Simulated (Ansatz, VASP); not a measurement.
# Two plane-wave programs on CaO

INCAR

```
SYSTEM = CaO
ALGO = Normal
EDIFF = 1E-6
ENCUT = 520
GGA = PE
ISIF = 2
ISMEAR = -1
LASPH = .TRUE.
LCHARG = .TRUE.
LELF = .TRUE.
LREAL = .FALSE.
LVHAR = .TRUE.
LWAVE = .FALSE.
NBANDS = 15
NELM = 100
PREC = Accurate
SIGMA = 0.02
```

File KPOINTS:

```
k-points
0
G
  10 10 10
  0 0 0
```

The input POSCAR:

```
CaO
1.0
    0.0000000000      2.3975501144      2.3723758382
    2.3975501144      0.0000000000      2.3723758382
    2.3975501144      2.3975501144      0.0000000000
Ca O
1 1
Direct
    0.0000000000      0.0000000000      0.0000000000
    0.5000000000      0.5000000000      0.5000000000
```

Input for Ansatz:

```yaml
crystal:
  lattice:
    - [0.0, 2.3975501144, 2.3723758382]
    - [2.3975501144, 0.0, 2.3723758382]
    - [2.3975501144, 2.3975501144, 0.0]
  atoms:
    - { symbol: Ca, position: [0.0, 0.0, 0.0] }
    - { symbol: O, position: [0.5, 0.5, 0.5] }
kpoints:
  mp_grid: { grid: [10, 10, 10] }
  band_path:
    path:
      - [0.0, 0.0, 0.0]
      - [0.5, 0.0, 0.5]
      - [0.625, 0.25, 0.625]
      - [0.375, 0.375, 0.75]
      - [0.5, 0.5, 0.5]
      - [0.5, 0.25, 0.75]
    npoints: 1
hamiltonian:
  xc: pbe
scf:
  occupations: { method: fermi_dirac, width: 0.02 }
  n_extra_bands: 4
output:
  forces: true
  stress: true
  eigenvalues: true
  write_density: true
  write_potential: true
  elf: true
  volumetric_format: npy
```

Change from the starting cell: uniaxial_z strain -1.1%.

Alike in both runs: task single point; functional PBE; k mesh 10 × 10 × 10; occupations fermi-dirac, width 0.02 eV; no spin polarisation.

|  | VASP | Ansatz |
| --- | --- | --- |
| version | VASP 6.6.1 | Ansatz 0.2.0 |
| potentials or method | VASP PAW PBE potentials, release 64 (Ca_sv, O) | plane waves, PAW |
| plane-wave cutoff (eV) | 520 | 420 |
| valence electrons in the cell | 16 | 16 |

```csv
,VASP,Ansatz,Ansatz less VASP
gap on the k mesh at the Fermi level (eV),3.59,3.61,+0.022
pressure (GPa),4.4,3.7,-0.62
"traceless stress, the component that is largest in VASP (GPa)",1.30,1.24,-0.056
```

With one functional, cell and mesh, what is left measures potentials, basis and numerics.
